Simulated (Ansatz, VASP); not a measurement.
Two plane-wave programs on In4Sb3As

File POSCAR:

```
In4Sb3As
1.0
    4.6533442013      0.0000000000      0.0000000000
    0.0000000000      4.6533442013      0.0000000000
    0.0000000000      0.0000000000     13.1237642769
As In Sb
1 4 3
Direct
    0.0000000000      0.0000000000      0.0000000000
    0.0000000000      0.5000000000      0.8876518365
    0.5000000000      0.0000000000      0.6294370928
    0.0000000000      0.5000000000      0.3705629072
    0.5000000000      0.0000000000      0.1123481635
    0.5000000000      0.5000000000      0.7584818472
    0.0000000000      0.0000000000      0.5000000000
    0.5000000000      0.5000000000      0.2415181528
```

File INCAR.step1:

```
SYSTEM = In4Sb3As
ALGO = Normal ; EDIFF = 1E-4
ENCUT = 520 ; GGA = PE
ISMEAR = -1 ; LASPH = .True.
LCHARG = .False. ; LREAL = .False.
LWAVE = .True. ; NBANDS = 46
NELM = 60 ; PREC = Accurate
SIGMA = 0.02
```

INCAR.step2

```
SYSTEM = In4Sb3As
ALGO = Normal ; EDIFF = 1E-6
ENCUT = 520 ; ISIF = 2
ISMEAR = -1 ; ISTART = 1
LASPH = .True. ; LCHARG = .False.
LMIXTAU = .True. ; LREAL = .False.
LWAVE = .False. ; METAGGA = R2SCAN
NBANDS = 46 ; NELM = 60
PREC = Accurate ; SIGMA = 0.02
```

KPOINTS

```
k-points
0
Gamma
  6 6 2
  0 0 0
```

Input for Ansatz:

```yaml
crystal:
  lattice:
    - [4.6533442013, 0.0, 0.0]
    - [0.0, 4.6533442013, 0.0]
    - [0.0, 0.0, 13.1237642769]
  atoms:
    - { symbol: As, position: [0.0, 0.0, 0.0] }
    - { symbol: In, position: [0.0, 0.5, 0.8876518365] }
    - { symbol: Sb, position: [0.5, 0.5, 0.7584818472] }
    - { symbol: In, position: [0.5, 0.0, 0.6294370928] }
    - { symbol: Sb, position: [0.0, 0.0, 0.5] }
    - { symbol: In, position: [0.0, 0.5, 0.3705629072] }
    - { symbol: Sb, position: [0.5, 0.5, 0.2415181528] }
    - { symbol: In, position: [0.5, 0.0, 0.1123481635] }
kpoints:
  mp_grid: { grid: [6, 6, 2] }
hamiltonian:
  xc: r2scan
scf:
  occupations: { method: fermi_dirac, width: 0.02 }
  n_extra_bands: 6
output:
  forces: true
  stress: true
  eigenvalues: true
```

Alike in both runs: task single point; functional r2SCAN; k mesh 6 × 6 × 2; occupations fermi-dirac, width 0.02 eV; no spin polarisation.

|  | VASP | Ansatz |
| --- | --- | --- |
| version | VASP 6.6.1 | Ansatz 0.2.0 |
| potentials or method | VASP PAW PBE potentials, release 64 (As, In_d, Sb) | plane waves, PAW |
| plane-wave cutoff (eV) | 520 | 500 |
| valence electrons in the cell | 72 | 112 |

|  | VASP | Ansatz | Ansatz less VASP |
| --- | --- | --- | --- |
| pressure (GPa) | -2.4 | -2.4 | 0.00 |
| rms of the force components (eV/Å) | 0.010 | 0.010 | -0.0003 |

VASP's potentials were made for PBE, not for r2SCAN. VASP's potentials hold 72 valence electrons a cell and Ansatz's 112, so a difference there can come from the potentials and not from the codes.

Neither program's run includes spin-orbit coupling.
